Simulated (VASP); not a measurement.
# Si2Ni (Fm-3m) in VASP: notebook, part 2 of 2

VASP 6.6.1. The steps go on from the part before.

### Step 4. Single point, PBE+U

This run uses another cell than the first one, of 14.85 Å³/atom.

INCAR

```
ALGO = Normal
EDIFF = 1E-6
ENCUT = 600
GGA = PE
GGA_COMPAT = F
ISIF = 2
ISMEAR = -5
LASPH = T
LCHARG = F
LDAU = T
LDAUJ = 0 0
LDAUL = -1 2
LDAUPRINT = 1
LDAUTYPE = 2
LDAUU = 0 4.8
LMAXMIX = 4
LREAL = F
LWAVE = F
NBANDS = 16
NELM = 200
PREC = Accurate
SIGMA = 0.1
```

KPOINTS

```
k-points
0
Gamma
  4 4 4
```

POSCAR

```
Si2Ni
1.0
    0.0000000000      2.8133880573      2.8133880573
    2.8133880573      0.0000000000      2.8133880573
    2.8133880573      2.8133880573      0.0000000000
Si Ni
2 1
Direct
    0.2500000000      0.2500000000      0.2500000000
    0.7500000000      0.7500000000      0.7500000000
    0.0000000000      0.0000000000      0.0000000000
```

Potentials or basis: VASP PAW PBE potentials, release 64 (Si, Ni).

The run is started by

```sh
cat potpaw_PBE.64/Si/POTCAR potpaw_PBE.64/Ni/POTCAR > POTCAR
mpirun -np 1 vasp_std > vasp.out
```

OUTCAR:

```text
EDIFF = 1E-6
   ENCUT = 600
   GGA = PE
   ISIF = 2
   ISMEAR = -5
   LASPH = T
   LREAL = F
   NELM = 200
   PREC = Accurate

 ion  position               nearest neighbor table
   1  0.250  0.250  0.250-   3 2.44   3 2.44   3 2.44   3 2.44   2 2.81   2 2.81   2 2.81   2 2.81
                             2 2.81   2 2.81
   2  0.750  0.750  0.750-   3 2.44   3 2.44   3 2.44   3 2.44   1 2.81   1 2.81   1 2.81   1 2.81
                             1 2.81   1 2.81
   3  0.000  0.000  0.000-   2 2.44   2 2.44   2 2.44   1 2.44   2 2.44   1 2.44   1 2.44   1 2.44

  LATTYP: Found a face centered cubic cell.
 ALAT       =     5.6267761146

  Lattice vectors:

 A1 = (   0.0000000000,   2.8133880573,   2.8133880573)
 A2 = (   2.8133880573,   0.0000000000,   2.8133880573)
 A3 = (   2.8133880573,   2.8133880573,   0.0000000000)

Analysis of symmetry for initial positions (statically):
=====================================================================
 Subroutine PRICEL returns:
 Original cell was already a primitive cell.

 Routine SETGRP: Setting up the symmetry group for a
 face centered cubic supercell.

 Subroutine GETGRP returns: Found 48 space group operations
 (whereof 48 operations were pure point group operations)
 out of a pool of 48 trial point group operations.

The static configuration has the point symmetry O_h .

Analysis of symmetry for dynamics (positions and initial velocities):
=====================================================================
 Subroutine PRICEL returns:
 Original cell was already a primitive cell.

 Routine SETGRP: Setting up the symmetry group for a
 face centered cubic supercell.

 Subroutine GETGRP returns: Found 48 space group operations
 (whereof 48 operations were pure point group operations)
 out of a pool of 48 trial point group operations.

The dynamic configuration has the point symmetry O_h .

 Subroutine INISYM returns: Found 48 space group operations
 (whereof 48 operations are pure point group operations),
 and found     1 'primitive' translations

----------------------------------------------------------------------------------------

                                     Primitive cell

  volume of cell :      44.5368

  direct lattice vectors                    reciprocal lattice vectors
     0.000000000  2.813388057  2.813388057    -0.177721662  0.177721662  0.177721662
     2.813388057  0.000000000  2.813388057     0.177721662 -0.177721662  0.177721662
     2.813388057  2.813388057  0.000000000     0.177721662  0.177721662 -0.177721662

  length of vectors
     3.978731547  3.978731547  3.978731547     0.307822947  0.307822947  0.307822947

  position of ions in fractional coordinates (direct lattice)
     0.250000000  0.250000000  0.250000000
     0.750000000  0.750000000  0.750000000
[... 80 lines left out ...]
   EFERMI_NEDOS =   21; number of points for ismear=-14 and -15
   IALGO  =     38    algorithm
   IMIX   =      4    mixing-type and parameters
     AMIX     =   0.40;   BMIX     =  1.00
     AMIX_MAG =   1.60;   BMIX_MAG =  1.00
  volume/ion in A,a.u.               =      14.85       100.18
  Fermi-wavevector in a.u.,A,eV,Ry     =   1.210392  2.287309 19.933197  1.465049
  Thomas-Fermi vector in A             =   2.345940
   LORBIT       =      0    0 simple, 1 ext, 2 COOP (PROOUT), +10 PAW based schemes
 LDA+U is selected, type is set to LDAUTYPE =  2
   angular momentum for each species LDAUL =    -1    2
   U (eV)           for each species LDAUU =   0.0  4.8
   J (eV)           for each species LDAUJ =   0.0  0.0
   GGA     = PE    functional components
   LHFCALC =     F    Hartree Fock is set to
   AEXX    =    0.0000 exact exchange contribution
   IVDW    =     0    specifies the selected vdW correction
   LEPSILON=     F    determine dielectric tensor
   LRPA    =     F    only Hartree local field effects (RPA)
 non-spin polarized calculation
 Fermi weights with tetrahedron method with Bloechl corrections
  energy-cutoff  :      600.00
  volume of cell :       44.54
 maximum number of plane-waves:      1524
   NGX = 15   NGY = 15   NGZ = 15

atom =   3  type =  2  l = 2

 onsite density matrix

spin component  1

  0.8351 -0.0000 -0.0000  0.0000 -0.0000
 -0.0000  0.8351  0.0000  0.0000  0.0000
 -0.0000  0.0000  0.9075 -0.0000  0.0000
  0.0000  0.0000 -0.0000  0.8351 -0.0000
 -0.0000  0.0000  0.0000 -0.0000  0.9075

spin component  2

  0.8351 -0.0000 -0.0000  0.0000 -0.0000
 -0.0000  0.8351  0.0000  0.0000  0.0000
 -0.0000  0.0000  0.9075 -0.0000  0.0000
  0.0000  0.0000 -0.0000  0.8351 -0.0000
 -0.0000  0.0000  0.0000 -0.0000  0.9075

 occupancies and eigenvectors

  o =  0.8351  v =  0.0000 -0.1557  0.0000 -0.9878 -0.0000  0.0000  0.0000  0.0000  0.0000  0.0000      0.0000  0.0000  0.0000  0.0000  0.0000  0.0000  0.0000  0.0000  0.0000  0.0000
  o =  0.8351  v =  0.0000  0.0000  0.0000  0.0000  0.0000  0.0000 -0.1557  0.0000 -0.9878 -0.0000      0.0000  0.0000  0.0000  0.0000  0.0000  0.0000  0.0000  0.0000  0.0000  0.0000
  o =  0.8351  v =  1.0000  0.0000  0.0000  0.0000  0.0000  0.0000  0.0000  0.0000  0.0000  0.0000      0.0000  0.0000  0.0000  0.0000  0.0000  0.0000  0.0000  0.0000  0.0000  0.0000
  o =  0.8351  v =  0.0000  0.0000  0.0000  0.0000  0.0000  1.0000  0.0000  0.0000  0.0000  0.0000      0.0000  0.0000  0.0000  0.0000  0.0000  0.0000  0.0000  0.0000  0.0000  0.0000
  o =  0.8351  v =  0.0000 -0.9878 -0.0000  0.1557 -0.0000  0.0000  0.0000  0.0000  0.0000  0.0000      0.0000  0.0000  0.0000  0.0000  0.0000  0.0000  0.0000  0.0000  0.0000  0.0000
  o =  0.8351  v =  0.0000  0.0000  0.0000  0.0000  0.0000  0.0000 -0.9878 -0.0000  0.1557 -0.0000      0.0000  0.0000  0.0000  0.0000  0.0000  0.0000  0.0000  0.0000  0.0000  0.0000
  o =  0.9075  v =  0.0000  0.0000  0.5841  0.0000 -0.8117  0.0000  0.0000  0.0000  0.0000  0.0000      0.0000  0.0000  0.0000  0.0000  0.0000  0.0000  0.0000  0.0000  0.0000  0.0000
  o =  0.9075  v =  0.0000  0.0000  0.0000  0.0000  0.0000  0.0000  0.0000  0.5841  0.0000 -0.8117      0.0000  0.0000  0.0000  0.0000  0.0000  0.0000  0.0000  0.0000  0.0000  0.0000
  o =  0.9075  v =  0.0000  0.0000  0.0000  0.0000  0.0000  0.0000 -0.0000  0.8117  0.0000  0.5841      0.0000  0.0000  0.0000  0.0000  0.0000  0.0000  0.0000  0.0000  0.0000  0.0000
  o =  0.9075  v =  0.0000 -0.0000  0.8117  0.0000  0.5841  0.0000  0.0000  0.0000  0.0000  0.0000      0.0000  0.0000  0.0000  0.0000  0.0000  0.0000  0.0000  0.0000  0.0000  0.0000

 number of electron      18.0000009 magnetization

 Free energy of the ion-electron system (eV)
  ---------------------------------------------------
  ext. energy  EPLUGINS =         0.00000000
  ---------------------------------------------------
  free energy    TOTEN  =       -14.13526841 eV

  energy without entropy =      -14.13526841  energy(sigma->0) =      -14.13526841

 E-fermi :   8.3502     XC(G=0): -11.0179

 val. band max:        8.6785031251   @ k =   0.2500   0.0000   0.0000
 cond. band min:       8.5628417210   @ k =   0.5000   0.2500   0.0000
 fundamental gap:     -0.1156614040
 Fermi energy:         8.3501551832

 k-point     1 :       0.0000    0.0000    0.0000
  band No.  band energies     occupation
      1      -4.0099      2.00000
      2       3.7790      2.00000
      3       3.7790      2.00000
      4       3.7790      2.00000
      5       4.9094      2.00000
      6       4.9094      2.00000
[... 129 lines left out ...]
      3       2.4768      2.00000
      4       2.6859      2.00000
      5       5.0857      2.00000
      6       5.0857      2.00000
[... 8 lines left out ...]
     15      16.8206      0.00000
     16      19.7117      0.00000

------------------------ aborting loop because EDIFF is reached ----------------------------------------

  FORCE on cell =-STRESS in cart. coord.  units (eV):
  Direction    XX          YY          ZZ          XY          YZ          ZX
  --------------------------------------------------------------------------------------
  -------------------------------------------------------------------------------------
  Total       -4.4630566     -4.4630566     -4.4630566     -0.0000000     -0.0000000      0.0000000
  in kB     -160.5550833   -160.5550833   -160.5550833     -0.0000000     -0.0000000      0.0000000
  external PRESSURE =    -160.5550833 kB  Pullay stress =       0.0000000 kB

 VOLUME and BASIS-vectors are now :
 -----------------------------------------------------------------------------
  energy-cutoff  :      600.00
  volume of cell :       44.54
      direct lattice vectors                 reciprocal lattice vectors
     0.000000000  2.813388057  2.813388057    -0.177721662  0.177721662  0.177721662
     2.813388057  0.000000000  2.813388057     0.177721662 -0.177721662  0.177721662
     2.813388057  2.813388057  0.000000000     0.177721662  0.177721662 -0.177721662

 POSITION                                       TOTAL-FORCE (eV/Angst)
 -----------------------------------------------------------------------------------
      1.40669      1.40669      1.40669        -0.000000     -0.000000     -0.000000
      4.22008      4.22008      4.22008         0.000000      0.000000      0.000000
      0.00000      0.00000      0.00000         0.000000     -0.000000      0.000000
 -----------------------------------------------------------------------------------
    total drift:                                0.000000     -0.000000      0.000000

  FREE ENERGIE OF THE ION-ELECTRON SYSTEM (eV)
  ---------------------------------------------------
  free  energy   TOTEN  =       -14.1352684115 eV

  energy  without entropy=      -14.1352684115  energy(sigma->0) =      -14.13526841
```

OSZICAR:

```text
N       E                     dE             d eps       ncg     rms          rms(c)
DAV:   1     0.691695751697E+02    0.69170E+02   -0.87407E+03   256   0.130E+03
DAV:   2    -0.110293341048E+02   -0.80199E+02   -0.74178E+02   272   0.216E+02
DAV:   3    -0.148450314590E+02   -0.38157E+01   -0.37780E+01   352   0.538E+01
DAV:   4    -0.148918228653E+02   -0.46791E-01   -0.47274E-01   304   0.568E+00
DAV:   5    -0.148929416587E+02   -0.11188E-02   -0.11257E-02   336   0.885E-01    0.108E+01
DAV:   6    -0.163896058519E+02   -0.14967E+01   -0.13066E+01   264   0.830E+01    0.126E+01
DAV:   7    -0.141650000978E+02    0.22246E+01   -0.44673E+00   320   0.555E+01    0.246E+00
DAV:   8    -0.141424236404E+02    0.22576E-01   -0.38317E-01   344   0.707E+00    0.171E+00
DAV:   9    -0.141354360870E+02    0.69876E-02   -0.90580E-02   280   0.605E+00    0.351E-01
DAV:  10    -0.141350190602E+02    0.41703E-03   -0.40244E-03   280   0.572E-01    0.149E-01
DAV:  11    -0.141354127930E+02   -0.39373E-03   -0.41448E-04   272   0.241E-01    0.189E-02
DAV:  12    -0.141354892687E+02   -0.76476E-04   -0.65163E-05   312   0.666E-02    0.173E-02
DAV:  13    -0.141352678838E+02    0.22138E-03   -0.15372E-05   264   0.658E-02    0.425E-03
DAV:  14    -0.141352684115E+02   -0.52768E-06   -0.10290E-06   224   0.875E-03
   1 F= -.14135268E+02 E0= -.14135268E+02  d E =0.000000E+00
```

It took 8.4 s on 1 thread of Intel Xeon Platinum 8259CL at 2.50GHz (Skylake/Cascade Lake), shared host; peak memory 0.17 GiB.

What came out:

| Quantity | Value |
| --- | --- |
| Free energy | -14.1353 eV |
| Pressure | -16.1 GPa |
| Band gap on the k mesh | zero (bands 9 and 10 overlap by 2.34 eV) |

Eigenvalues of the final occupation matrices:
| site | spin | trace | eigenvalues |
| --- | --- | --- | --- |
| site 3 d | 1 | 4.32 | 0.84 0.84 0.84 0.91 0.91 |
| site 3 d | 2 | 4.32 | 0.84 0.84 0.84 0.91 0.91 |

Caveat: the k points lie up to 0.48 Å⁻¹ apart, too coarse for converged energies and pressures of a metal; U without spin polarisation on a metal has little footing; the U is typed as a test and isn't derived for this compound; tetrahedron occupations give inexact forces and stress in metals. Spin polarisation is off, so any magnetic state and its effect on volume and gap are missing.

### Step 5. Single point, PBE

INCAR

```
ALGO = Normal
EDIFF = 1E-6
ENCUT = 600
GGA = PE
GGA_COMPAT = F
ISIF = 2
ISMEAR = 0
ISYM = 0
LASPH = T
LCHARG = F
LREAL = F
LWAVE = F
NBANDS = 16
NELECT = 17.75
NELM = 120
PREC = Accurate
SIGMA = 0.1
```

KPOINTS

```
Automatic mesh
0
Gamma
  4 4 4
  0 0 0.5
```

POSCAR

```
Si2Ni
1.0
    0.0000000000      2.6931550407      2.6931550407
    2.6931550407      0.0000000000      2.6931550407
    2.6931550407      2.6931550407      0.0000000000
Si Ni
2 1
Direct
    0.2500000000      0.2500000000      0.2500000000
    0.7500000000      0.7500000000      0.7500000000
    0.0000000000      0.0000000000      0.0000000000
```

The run is started by

```sh
cat potpaw_PBE.64/Si/POTCAR potpaw_PBE.64/Ni/POTCAR > POTCAR
mpirun -np 1 vasp_std > vasp.out
```

Wall time 88 s (1 thread of Intel Xeon Platinum 8259CL at 2.50GHz (Skylake/Cascade Lake), shared host); peak memory 0.24 GiB.

Results (log left out):

| Quantity | Value |
| --- | --- |
| Free energy | -19.9281 eV |

Levels at points of the mesh, in eV from the Fermi level:
```
           k point  band 6  band 7  band 8  band 9  band 10  band 11  band 12  band 13
(0.00, 0.00, 0.12)   -3.45   -0.63    0.95    1.11     1.11     3.27     3.27     4.35
```

Caveat: the k points lie up to 0.51 Å⁻¹ apart; the cell carries a net charge on a neutralising background, which shifts energy and pressure; the cell is charged against a uniform background, so pressure and absolute levels hang on convention.

### Step 6. Single point, PBE

INCAR

```
ALGO = Normal
EDIFF = 1E-6
ENCUT = 600
GGA = PE
GGA_COMPAT = False
ISIF = 2
ISMEAR = 0
ISYM = 0
LASPH = True
LCHARG = False
LREAL = False
LWAVE = False
NBANDS = 16
NELM = 120
PREC = Accurate
SIGMA = 0.1
```

KPOINTS

```
k-points
0
Gamma
  7 4 5
```

POSCAR is that of step 5.

Potentials or basis: VASP PAW PBE potentials, release 64 (Si, Ni).

The run is started by

```sh
cat potpaw_PBE.64/Si/POTCAR potpaw_PBE.64/Ni/POTCAR > POTCAR
mpirun -np 1 vasp_std > vasp.out
```

Wall time 49 s (1 thread of Intel Xeon Platinum 8259CL at 2.50GHz (Skylake/Cascade Lake), shared host); peak memory 0.2 GiB.

The run converged, but its numbers aren't listed here, since they failed a check.

Caveat: the k points lie up to 0.44 Å⁻¹ apart, too coarse for converged energies and pressures of a metal.

### Step 7. Overview

```csv
level,U,cell,k mesh,smearing,gap on the mesh (eV),pressure (GPa)
PBEsol,-,"a = 3.809 Å, angles 60.0°, 3 atoms",6 × 6 × 6,gaussian 0.1 eV,none,1.0
PBE,-,"a = 3.809 Å, angles 60.0°, 3 atoms",6 × 6 × 6,tetrahedron,none,4.2
PBE+U,Ni d U = 4.8 eV,"a = 3.979 Å, angles 60.0°, 3 atoms",4 × 4 × 4,tetrahedron,none,-16.1
```

Alike in all rows: task single point; potentials or basis VASP PAW PBE potentials, release 64 (Si, Ni); no spin polarisation; cutoff (eV) 600.

Caveats: some runs use coarse meshes; tetrahedron occupations give inexact forces and stress in metals (at least some runs); the PAW data sets were made with another functional, which shifts forces and pressure a little (at least some runs); the cell stands under pressure (at least some runs); U without spin polarisation on a metal has little footing (at least some runs); the U is typed as a test and isn't derived for this compound (at least some runs).

Absolute energies hang on the potentials; compare differences alone.

The gap in the log of VASP goes by the Fermi energy; the results here count the filled bands.